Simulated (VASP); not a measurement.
# NaAl (P6_3/mmc) in VASP: notebook

NaAl is run at these levels: PBE; tasks: single point.

Program: VASP 6.6.1. These are calculated values, not measurements. Logs are shortened: lines on timing, memory, paths and dates and some standing lists are left out, and cuts for length are marked.

## 1. The cell of the first run

Symmetry: P6_3/mmc, No. 194, hexagonal system. The conventional cell has a = 3.657 Å, b = 3.657 Å, c = 5.045 Å, α = 90.00°, β = 90.00°, γ = 120.00°. Within 3.2 Å of Na (site symmetry -3m) lie 6 Al at 2.46 Å and 2 Na at 2.52 Å. Al (site symmetry -6m2) has 6 Na at 2.46 Å and 6 Al at 3.29 Å within 3.3 Å.

The cell was generated, and may not be a known phase.

## 2. Single point, PBE

INCAR reads:

```
SYSTEM = NaAl
ALGO = Normal ; EDIFF = 1E-6
ENCUT = 520 ; GGA = PE
ISIF = 2 ; ISMEAR = 0
LASPH = .True. ; LCHARG = .False.
LREAL = .False. ; LWAVE = .False.
NBANDS = 18 ; NELM = 80
PREC = Accurate ; SIGMA = 0.1
```

KPOINTS reads:

```
k-points
0
Gamma
  6 6 4
  0 0 0
```

POSCAR reads:

```
NaAl
1.0
    3.6573775900      0.0000000000      0.0000000000
   -1.8286887900      3.1673819000      0.0000000000
    0.0000000000      0.0000000000      5.0446588800
Na Al
2 2
Direct
    0.0000000000      0.0000000000      0.0000000000
    0.0000000000      0.0000000000      0.5000000000
    0.3333333300      0.6666666700      0.2500000000
    0.6666666700      0.3333333300      0.7500000000
```

Potentials or basis: VASP PAW PBE potentials, release 64 (Na_pv, Al).

Started as:

```
$ cat potpaw_PBE.64/Na_pv/POTCAR potpaw_PBE.64/Al/POTCAR > POTCAR
$ mpirun -np 1 vasp_std > vasp.out
```

OUTCAR:

```text
SYSTEM = NaAl
   EDIFF = 1E-6
   ENCUT = 520
   GGA = PE
   ISIF = 2
   ISMEAR = 0
   LASPH = .True.
   LREAL = .False.
   NELM = 80
   PREC = Accurate

 ion  position               nearest neighbor table
   1  0.000  0.000  0.000-   3 2.46   4 2.46   3 2.46   4 2.46   4 2.46   3 2.46   2 2.52   2 2.52

   2  0.000  0.000  0.500-   3 2.46   4 2.46   3 2.46   4 2.46   4 2.46   3 2.46   1 2.52   1 2.52

   3  0.333  0.667  0.250-   1 2.46   2 2.46   1 2.46   2 2.46   1 2.46   2 2.46   4 3.29   4 3.29
                             4 3.29   4 3.29   4 3.29   4 3.29
   4  0.667  0.333  0.750-   1 2.46   2 2.46   1 2.46   2 2.46   1 2.46   2 2.46   3 3.29   3 3.29
                             3 3.29   3 3.29   3 3.29   3 3.29

  LATTYP: Found a hexagonal cell.
 ALAT       =     3.6573775900
 C/A-ratio  =     1.3793103818

  Lattice vectors:

 A1 = (   3.6573775900,   0.0000000000,   0.0000000000)
 A2 = (  -1.8286887900,   3.1673819000,   0.0000000000)
 A3 = (   0.0000000000,   0.0000000000,   5.0446588800)

Analysis of symmetry for initial positions (statically):
=====================================================================
 Subroutine PRICEL returns:
 Original cell was already a primitive cell.

 Routine SETGRP: Setting up the symmetry group for a
 hexagonal supercell.

 Subroutine GETGRP returns: Found 24 space group operations
 (whereof 12 operations were pure point group operations)
 out of a pool of 24 trial point group operations.

The static configuration has the point symmetry D_3d.
 The point group associated with its full space group is D_6h.

Analysis of symmetry for dynamics (positions and initial velocities):
=====================================================================
 Subroutine PRICEL returns:
 Original cell was already a primitive cell.

 Routine SETGRP: Setting up the symmetry group for a
 hexagonal supercell.

 Subroutine GETGRP returns: Found 24 space group operations
 (whereof 12 operations were pure point group operations)
 out of a pool of 24 trial point group operations.

The dynamic configuration has the point symmetry D_3d.
 The point group associated with its full space group is D_6h.

 Subroutine INISYM returns: Found 24 space group operations
 (whereof 12 operations are pure point group operations),
 and found     1 'primitive' translations

----------------------------------------------------------------------------------------

                                     Primitive cell

  volume of cell :      58.4389

  direct lattice vectors                    reciprocal lattice vectors
     3.657377590  0.000000000  0.000000000     0.273419951  0.157859082  0.000000000
    -1.828688790  3.167381900  0.000000000     0.000000000  0.315718165  0.000000000
     0.000000000  0.000000000  5.044658880     0.000000000  0.000000000  0.198229459

  length of vectors
     3.657377590  3.657377584  5.044658880     0.315718164  0.315718165  0.198229459

  position of ions in fractional coordinates (direct lattice)
     0.000000000  0.000000000  0.000000000
     0.000000000  0.000000000  0.500000000
     0.333333330  0.666666670  0.250000000
     0.666666670  0.333333330  0.750000000

  ion indices of the primitive-cell ions
   primitive index   ion index
                 1           1
                 2           2
                 3           3
                 4           4

----------------------------------------------------------------------------------------

 KPOINTS: k-points

Automatic generation of k-mesh.
 Grid dimensions read from file:
 generate k-points for:    6    6    4

 Generating k-lattice:

  Cartesian coordinates                     Fractional coordinates (reciprocal lattice)
     0.045569992  0.026309847  0.000000000     0.166666667  0.000000000  0.000000000
     0.000000000  0.052619694  0.000000000     0.000000000  0.166666667  0.000000000
     0.000000000  0.000000000  0.049557365     0.000000000  0.000000000  0.250000000

  Length of vectors
     0.052619694  0.052619694  0.049557365

  Shift w.r.t. Gamma in fractional coordinates (k-lattice)
     0.000000000  0.000000000  0.000000000

 Subroutine IBZKPT returns following result:
 ===========================================

 Found     21 irreducible k-points:

 Following reciprocal coordinates:
            Coordinates               Weight
  0.000000  0.000000  0.000000      1.000000
  0.166667  0.000000  0.000000      6.000000
  0.333333  0.000000  0.000000      6.000000
  0.500000  0.000000  0.000000      3.000000
  0.166667  0.166667  0.000000      6.000000
  0.333333  0.166667  0.000000     12.000000
[... 13 lines left out ...]
  0.333333  0.166667  0.500000     12.000000
  0.333333  0.333333  0.500000      2.000000
   k-points           NKPTS =     21   k-points in BZ     NKDIM =     21   number of bands    NBANDS=     18
   number of dos      NEDOS =    301   number of ions     NIONS =      4
   total plane-waves  NPLWV =  31360
   dimension x,y,z NGX =    28 NGY =   28 NGZ =   40
   dimension x,y,z NGXF=    56 NGYF=   56 NGZF=   80
   ions per type =               2   2
   NGX,Y,Z   is equivalent  to a cutoff of  12.73, 12.73, 13.18 a.u.
   NGXF,Y,Z  is equivalent  to a cutoff of  25.45, 25.45, 26.36 a.u.
 SYSTEM =  NaAl
   PREC   = accura    normal or accurate (medium, high low for compatibility)
   ISTART =      0    job   : 0-new  1-cont  2-samecut
   ICHARG =      2    charge: 1-file 2-atom 10-const
   ISPIN  =      1    spin polarized calculation?
   LNONCOLLINEAR =      F non collinear calculations
   LSORBIT =      F    spin-orbit coupling
   LASPH  =      T    aspherical Exc in radial PAW
   ENCUT  =  520.0 eV  38.22 Ry    6.18 a.u.   6.80  6.80  9.38*2*pi/ulx,y,z
   NELM   =     80;   NELMIN=  2; NELMDL= -5     # of ELM steps
   EDIFF  = 0.1E-05   stopping-criterion for ELM
   LREAL  =      F    real-space projection
   EDIFFG = 0.1E-04   stopping-criterion for IOM
   NSW    =      0    number of steps for IOM
   IBRION =     -1    ionic relax: 0-MD 1-quasi-New 2-CG
   NFREE  =      0    steps in history (QN), initial steepest desc. (CG)
   ISIF   =      2    stress and relaxation
   ISYM   =      2    0-nonsym 1-usesym 2-fastsym
   POTIM  = 0.5000    time-step for ionic-motion
   TEBEG  =    0.0;   TEEND  =   0.0 temperature during run
   PSTRESS=    0.0 pullay stress
   NELECT =      20.0000    total number of electrons
   NUPDOWN=      -1.0000    fix difference up-down
   EMIN   =  10.00;   EMAX   =-10.00  energy-range for DOS
   EFERMI =   0.00;   METHOD = LEGACY
   ISMEAR =     0;   SIGMA  =   0.10  broadening in eV -4-tet -1-fermi 0-gaus
   EFERMI_NEDOS =   21; number of points for ismear=-14 and -15
   IALGO  =     38    algorithm
   IMIX   =      4    mixing-type and parameters
     AMIX     =   0.40;   BMIX     =  1.00
     AMIX_MAG =   1.60;   BMIX_MAG =  1.00
  volume/ion in A,a.u.               =      14.61        98.59
  Fermi-wavevector in a.u.,A,eV,Ry     =   1.145120  2.163962 17.841302  1.311299
  Thomas-Fermi vector in A             =   2.281809
   LORBIT       =      0    0 simple, 1 ext, 2 COOP (PROOUT), +10 PAW based schemes
   GGA     = PE    functional components
   LHFCALC =     F    Hartree Fock is set to
   AEXX    =    0.0000 exact exchange contribution
   IVDW    =     0    specifies the selected vdW correction
   LEPSILON=     F    determine dielectric tensor
   LRPA    =     F    only Hartree local field effects (RPA)
 non-spin polarized calculation
 Gauss-broadening in eV      SIGMA  =   0.10
  energy-cutoff  :      520.00
  volume of cell :       58.44
 maximum number of plane-waves:      1584
 NGX is ok and might be reduce to    28
   NGX = 13   NGY = 13   NGZ = 19

 number of electron      20.0000002 magnetization

 Free energy of the ion-electron system (eV)
  ---------------------------------------------------
  ext. energy  EPLUGINS =         0.00000000
  ---------------------------------------------------
  free energy    TOTEN  =        -2.44125729 eV

  energy without entropy =       -2.42692982  energy(sigma->0) =       -2.43409356

 E-fermi :   6.9022     XC(G=0): -10.1718

 val. band max:        6.8950074065   @ k =   0.5000   0.0000   0.0000
 cond. band min:       6.9452939959   @ k =   0.3333   0.1667   0.5000
 fundamental gap:      0.0502865894
 Fermi energy:         6.9022428969

 k-point     1 :       0.0000    0.0000    0.0000
  band No.  band energies     occupation
      1     -18.6144      2.00000
      2     -18.1768      2.00000
      3     -18.1768      2.00000
      4     -18.0750      2.00000
      5     -18.0750      2.00000
      6     -17.9270      2.00000
[... 10 lines left out ...]
     17      14.3860      0.00000
     18      14.9994      0.00000

 k-point     2 :       0.1667    0.0000    0.0000
  band No.  band energies     occupation
      1     -18.6101      2.00000
      2     -18.1960      2.00000
      3     -18.1808      2.00000
      4     -18.0874      2.00000
      5     -18.0782      2.00000
      6     -17.9264      2.00000
[... 10 lines left out ...]
     17      14.7114      0.00000
     18      14.9120      0.00000

 k-point     3 :       0.3333    0.0000    0.0000
  band No.  band energies     occupation
      1     -18.6013      2.00000
      2     -18.2337      2.00000
      3     -18.1888      2.00000
      4     -18.1119      2.00000
      5     -18.0843      2.00000
      6     -17.9251      2.00000
[... 10 lines left out ...]
     17      15.1388      0.00000
     18      16.7322      0.00000

 k-point     4 :       0.5000    0.0000    0.0000
  band No.  band energies     occupation
      1     -18.5970      2.00000
      2     -18.2523      2.00000
      3     -18.1927      2.00000
      4     -18.1241      2.00000
      5     -18.0874      2.00000
      6     -17.9245      2.00000
[... 312 lines left out ...]
      4     -18.1619      2.00000
      5     -18.1380      2.00000
      6     -18.1380      2.00000
[... 10 lines left out ...]
     17      14.6638      0.00000
     18      14.6638      0.00000

 k-point    20 :       0.3333    0.1667    0.5000
  band No.  band energies     occupation
      1     -18.2680      2.00000
      2     -18.2680      2.00000
      3     -18.1802      2.00000
      4     -18.1802      2.00000
      5     -18.1484      2.00000
      6     -18.1484      2.00000
[... 10 lines left out ...]
     17      15.8991      0.00000
     18      15.8991      0.00000

 k-point    21 :       0.3333    0.3333    0.5000
  band No.  band energies     occupation
      1     -18.2665      2.00000
      2     -18.2665      2.00000
      3     -18.1709      2.00000
      4     -18.1709      2.00000
      5     -18.1673      2.00000
      6     -18.1673      2.00000
[... 10 lines left out ...]
     17      15.5988      0.00000
     18      15.5988      0.00000

------------------------ aborting loop because EDIFF is reached ----------------------------------------

  FORCE on cell =-STRESS in cart. coord.  units (eV):
  Direction    XX          YY          ZZ          XY          YZ          ZX
  --------------------------------------------------------------------------------------
  -------------------------------------------------------------------------------------
  Total       17.9224398     17.9224397     16.4488542      0.0000000      0.0000000     -0.0000000
  in kB      491.3666514    491.3666501    450.9664141      0.0000008      0.0000000     -0.0000000
  external PRESSURE =     477.8999052 kB  Pullay stress =       0.0000000 kB

 VOLUME and BASIS-vectors are now :
 -----------------------------------------------------------------------------
  energy-cutoff  :      520.00
  volume of cell :       58.44
      direct lattice vectors                 reciprocal lattice vectors
     3.657377590  0.000000000  0.000000000     0.273419951  0.157859082  0.000000000
    -1.828688790  3.167381900  0.000000000     0.000000000  0.315718165  0.000000000
     0.000000000  0.000000000  5.044658880     0.000000000  0.000000000  0.198229459

 POSITION                                       TOTAL-FORCE (eV/Angst)
 -----------------------------------------------------------------------------------
      0.00000      0.00000      0.00000         0.000000      0.000000     -0.000000
      0.00000      0.00000      2.52233         0.000000      0.000000     -0.000000
     -0.00000      2.11159      1.26116         0.000000     -0.000000      0.000000
      1.82869      1.05579      3.78349        -0.000000      0.000000      0.000000
 -----------------------------------------------------------------------------------
    total drift:                               -0.000000     -0.000000      0.000000

  FREE ENERGIE OF THE ION-ELECTRON SYSTEM (eV)
  ---------------------------------------------------
  free  energy   TOTEN  =        -2.4412572924 eV

  energy  without entropy=       -2.4269298234  energy(sigma->0) =       -2.43409356
```

It took 31 s on 1 thread of Oxide Virtual Turin-like, shared host; peak memory 0.13 GiB.

Results:

```yaml
Free_energy: -2.4413 eV
Pressure: 47.8 GPa
Band_gap_on_the_k_mesh: zero (bands 10 and 11 overlap by 4.70 eV)
```

Stress tensor (GPa, compression positive):
```
49.14  0.00  0.00
 0.00 49.14  0.00
 0.00  0.00 45.10
```

Levels at points of the mesh, in eV from the Fermi level:
| k point | band 8 | band 9 | band 10 | band 11 | band 12 | band 13 |
| --- | --- | --- | --- | --- | --- | --- |
| (0.00, 0.00, 0.00) | -3.74 | -3.18 | 2.55 | 2.55 | 4.74 | 4.74 |
| (0.50, 0.00, 0.00) | -5.11 | -1.18 | -0.46 | -0.01 | 0.86 | 0.98 |
| (0.00, 0.00, 0.50) | -7.70 | 2.74 | 2.74 | 3.70 | 3.70 | 3.70 |
| (0.50, 0.00, 0.50) | -4.79 | -3.44 | -3.44 | 1.89 | 1.89 | 3.26 |

Caveat: the cell stands under pressure.

## 3. Single point, PBE

This run uses another cell than the first one, of 23.26 Å³/atom.

INCAR reads:

```
PREC = Accurate ; ENCUT = 520
EDIFF = 1E-6 ; ISMEAR = 0
SIGMA = 0.1 ; LREAL = F
LASPH = T ; NELM = 60
ALGO = Fast ; ISIF = 2
LWAVE = F ; LCHARG = T
GGA = PE ; LELF = T
LVHAR = T ; NBANDS = 18
```

KPOINTS reads:

```
regular mesh
0
Gamma
  6 6 4
```

POSCAR reads:

```
NaAl
1.0
    3.2079029762     -0.0000000025      0.0000000000
   -1.6039514859      2.7781254715      0.0000000000
    0.0000000000      0.0000000000     10.4395726362
Na Al
2 2
Direct
    0.0000000000      0.0000000000      0.0000000000
    0.0000000000      0.0000000000      0.5000000000
    0.3333333333      0.6666666667      0.2500000000
    0.6666666667      0.3333333333      0.7500000000
```

Potentials or basis: VASP PAW PBE potentials, release 64 (Na_pv, Al).

Started as:

```
$ cat potpaw_PBE.64/Na_pv/POTCAR potpaw_PBE.64/Al/POTCAR > POTCAR
$ mpirun -np 1 vasp_std > vasp.out
```

Wall time 41 s (1 thread of Oxide Virtual Turin-like, shared host); peak memory 0.17 GiB.

Results (log left out):

| Property | Result |
| --- | --- |
| Free energy | -8.9760 eV |
| Pressure | -0.1 GPa |
| Band gap on the k mesh | zero (bands 10 and 11 overlap by 0.94 eV) |

Stress tensor (GPa, compression positive):
```
-0.23  0.00  0.00
 0.00 -0.23  0.00
 0.00  0.00  0.06
```

Levels at points of the mesh, in eV from the Fermi level:
| k point | band 7 | band 8 | band 9 | band 10 | band 11 | band 12 | band 13 | band 14 |
| --- | --- | --- | --- | --- | --- | --- | --- | --- |
| (0.00, 0.00, 0.00) | -7.16 | -6.73 | -3.61 | -1.28 | 0.12 | 5.39 | 6.01 | 9.34 |
| (0.50, 0.00, 0.00) | -2.72 | -2.57 | -1.94 | -1.78 | 0.50 | 1.35 | 2.96 | 3.90 |
| (0.00, 0.00, 0.50) | -6.97 | -6.97 | -2.76 | -2.76 | 2.33 | 2.33 | 9.45 | 9.45 |
| (0.50, 0.00, 0.50) | -2.63 | -2.63 | -1.91 | -1.91 | 1.10 | 1.10 | 2.72 | 2.72 |

Caveat: the k points lie up to 0.38 Å⁻¹ apart, too coarse for converged energies and pressures of a metal.

The gap in the log of VASP goes by the Fermi energy; the results here count the filled bands.